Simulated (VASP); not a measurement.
Crystal: Si5Te.

```
CELL_PARAMETERS angstrom
3.03912 0.00000 0.00000
0.00000 3.03912 0.00000
0.00000 0.00000 11.68092
ATOMIC_POSITIONS crystal
Si 0.50000 0.50000 0.35809
Si 0.50000 0.50000 0.64191
Si 0.00000 0.00000 0.23173
Si 0.00000 0.00000 0.76827
Si 0.00000 0.00000 0.50000
Te 0.50000 0.50000 0.00000
```

The cell was built from a structure type or drawn by symmetry, and may not be a known phase.

| Quantity | Value |
| --- | --- |
| Program | VASP 6.6.1 |
| Task | relaxation of cell and atoms |
| Functional | PBE |
| Potentials or basis | VASP PAW PBE potentials, release 64 (Si, Te) |
| Cutoff | 600 eV |
| k mesh | 12 × 12 × 4 |
| Occupations | gaussian, width 0.1 eV |
| Spin | no spin polarisation |

At the start: pressure -0.1 GPa; volume 17.98 Å³/atom.

**Question.** How do energy, volume and symmetry change on relaxing?

**Answer.** Over 36 steps the energy falls by 93.4 meV/atom and the volume is 18.07 Å³/atom (+0.5 %); space group P4/mmm (No. 123, to 0.1 Å) before and after.

The path:
| step | energy change (eV) | largest force (eV/Å) | pressure (GPa) | volume (Å³) |
| --- | --- | --- | --- | --- |
| 1 | 0.0000 | 0.1814 | -0.06 | 107.89 |
| 2 | -0.0122 | 0.1318 | -0.12 | 107.78 |
| 3 | -0.0346 | 0.1039 | -0.33 | 107.43 |
| 4 | -0.1588 | 0.3498 | -0.53 | 106.52 |
| 5 | -0.3155 | 0.8997 | 1.60 | 103.84 |
| 6 | -0.3136 | 0.5690 | 0.36 | 104.85 |
| 7 | -0.3297 | 0.7996 | 1.00 | 104.18 |
| 8 | -0.3325 | 0.6046 | 0.62 | 104.52 |
| 9 | -0.3339 | 0.6979 | 0.75 | 104.39 |
| 10 | -0.3383 | 0.7531 | 0.76 | 104.43 |
| 11 | -0.3404 | 0.7724 | 0.83 | 104.46 |
| 12 | -0.3458 | 0.7980 | 1.03 | 104.51 |
| 13 | -0.3339 | 1.0505 | 1.24 | 104.58 |
| 14 | -0.3480 | 0.8486 | 1.09 | 104.53 |
| 15 | -0.3616 | 0.8096 | 0.88 | 104.78 |
| 16 | -0.3959 | 0.7030 | 0.31 | 105.52 |
| 17 | -0.4396 | 0.5219 | -0.80 | 106.99 |
| 18 | -0.4469 | 0.1987 | -2.51 | 109.94 |
| 19 | -0.4561 | 0.3369 | -1.88 | 108.61 |
| 20 | -0.4878 | 0.2587 | -0.94 | 107.33 |
| 21 | -0.5075 | 0.1224 | 0.76 | 105.37 |
| 22 | -0.5300 | 0.0727 | 0.72 | 105.63 |
| 23 | -0.5226 | 0.1774 | 0.47 | 106.35 |
| 24 | -0.5438 | 0.1369 | 0.63 | 105.97 |
| 25 | -0.5438 | 0.1338 | 0.64 | 105.96 |
| 26 | -0.5479 | 0.1641 | 0.01 | 106.97 |
| 27 | -0.5486 | 0.1823 | -0.40 | 107.64 |
| 28 | -0.5520 | 0.1347 | -0.36 | 107.82 |
| 29 | -0.5552 | 0.0552 | -0.26 | 108.15 |
| 30 | -0.5584 | 0.0632 | 0.12 | 107.89 |
| 31 | -0.5586 | 0.0660 | 0.25 | 107.80 |
| 32 | -0.5594 | 0.0539 | 0.08 | 108.13 |
| 33 | -0.5597 | 0.0408 | -0.11 | 108.49 |
| 34 | -0.5602 | 0.0122 | -0.09 | 108.59 |
| 35 | -0.5602 | 0.0119 | -0.09 | 108.59 |
| 36 | -0.5603 | 0.0092 | 0.03 | 108.42 |

Final structure:
```xyz
6
Lattice="3.2945 0.0000 0.0000 0.0000 3.2945 0.0000 0.0000 0.0000 9.9898" Properties=species:S:1:pos:R:3 pbc="T T T"
Si    1.6472    1.6472    3.6148
Si    1.6472    1.6472    6.3750
Si    0.0000    0.0000    2.5328
Si    0.0000    0.0000    7.4570
Si    0.0000    0.0000    4.9949
Te    1.6472    1.6472    0.0000
```

Caveat: the highest band is partly filled, so the run has too few bands.
